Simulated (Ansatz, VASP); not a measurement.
## One calculation of Bi, two programs

The input INCAR:

```
PREC = Accurate
ENCUT = 520
EDIFF = 1E-7
ISMEAR = -1
SIGMA = 0.05
LREAL = False
LASPH = True
NELM = 60
ALGO = Normal
ISIF = 2
LWAVE = False
LCHARG = True
GGA = CA
LELF = True
LVHAR = True
NBANDS = 22
```

KPOINTS

```
Automatic mesh
0
Gamma
  7 7 7
```

File POSCAR:

```
Bi
1.0
    2.2675000000      1.3091417354      3.9380000000
   -2.2675000000      1.3091417354      3.9380000000
    0.0000000000     -2.6182834708      3.9380000000
Bi
2
Direct
    0.7660000000      0.7660000000      0.7660000000
    0.2340000000      0.2340000000      0.2340000000
```

File input.yaml:

```yaml
crystal:
  lattice:
    - [2.2675, 1.3091417354, 3.938]
    - [-2.2675, 1.3091417354, 3.938]
    - [0.0, -2.6182834708, 3.938]
  atoms:
    - { symbol: Bi, position: [0.766, 0.766, 0.766] }
    - { symbol: Bi, position: [0.234, 0.234, 0.234] }
hamiltonian:
  xc: lda
  pseudopotentials: { kind: paw, xc_functional: lda, accuracy: standard }
kpoints:
  mp_grid: { grid: [7, 7, 7] }
scf:
  occupations: { method: fermi_dirac, width: 0.05 }
output:
  forces: true
  stress: true
  eigenvalues: true
  write_density: true
  write_potential: true
  elf: true
  volumetric_format: npy
```

Alike in both runs: functional LDA; k mesh 7 × 7 × 7; occupations fermi-dirac, width 0.05 eV; no spin polarisation.

|  | VASP | Ansatz |
| --- | --- | --- |
| version | VASP 6.6.1 | Ansatz 0.2.0 |
| potentials or method | VASP PAW LDA potentials, release 64 (Bi_d) | JTH PAW LDA |
| plane-wave cutoff (eV) | 520 | 1800 |
| valence electrons in the cell | 30 | 30 |
| task | single point | electrostatic potential |

Ansatz gave:

| Item | Value |
| --- | --- |
| gap on the k mesh at the Fermi level (eV) | 0.27 |
| least direct gap on the mesh (eV) | 0.52 |
| pressure (GPa) | -1.6 |
| traceless stress, the component that is largest in VASP (GPa) | -0.09 |
| rms of the force components (eV/Å) | 0.029 |

**Question.** Which values does VASP return?

**Answer.** gap on the k mesh at the Fermi level (eV): 0.27; least direct gap on the mesh (eV): 0.53; pressure (GPa): -1.5; traceless stress, the component that is largest in VASP (GPa): -0.12; rms of the force components (eV/Å): 0.040.

LDA's correlation is that of Perdew and Zunger in VASP and of Perdew and Wang (1992) in Ansatz. Atom by atom the forces differ by 0.011 eV/Å (rms over components).

Spin-orbit coupling is off throughout. Noted on Ansatz's run: odd divisions of the mesh miss points on the zone boundary, where band edges often lie, so the gap on the mesh can be too wide.
